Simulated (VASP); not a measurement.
A run of VASP 6.6.1 is set up as follows.

Contents of INCAR:

```
SYSTEM = HfN
PREC = Accurate ; ENCUT = 520
EDIFF = 1E-6 ; ISMEAR = -1
SIGMA = 0.05 ; LREAL = .FALSE.
LASPH = .TRUE. ; NELM = 60
ALGO = Normal ; ISIF = 2
LWAVE = .FALSE. ; LCHARG = .FALSE.
GGA = PS ; IVDW = 12
NBANDS = 14
```

The input KPOINTS:

```
Automatic mesh
0
G
  10 10 10
  0 0 0
```

POSCAR

```
HfN
1.0
    0.0000000000      2.3864403287      2.3864403287
    2.3864403287      0.0000000000      2.3864403287
    2.3864403287      2.3864403287      0.0000000000
Hf N
1 1
Direct
    0.0000000000      0.0000000000      0.0000000000
    0.7500000000      0.7500000000      0.7500000000
```

Potentials or basis: VASP PAW PBE potentials, release 64 (Hf_pv, N).

The run is started by

```console
$ cat potpaw_PBE.64/Hf_pv/POTCAR potpaw_PBE.64/N/POTCAR > POTCAR
$ mpirun -np 1 vasp_std > vasp.out
```

**Question.** Estimate the dispersion energy per atom.

**Answer.** -0.328 eV.

**Question.** Predict the pressure.

**Answer.** 8.8 GPa.

Caveat: three body term missing; the PAW data sets were made with another functional, which shifts forces and pressure a little; pairwise dispersion overbinds metals, which lowers pressure and volume.
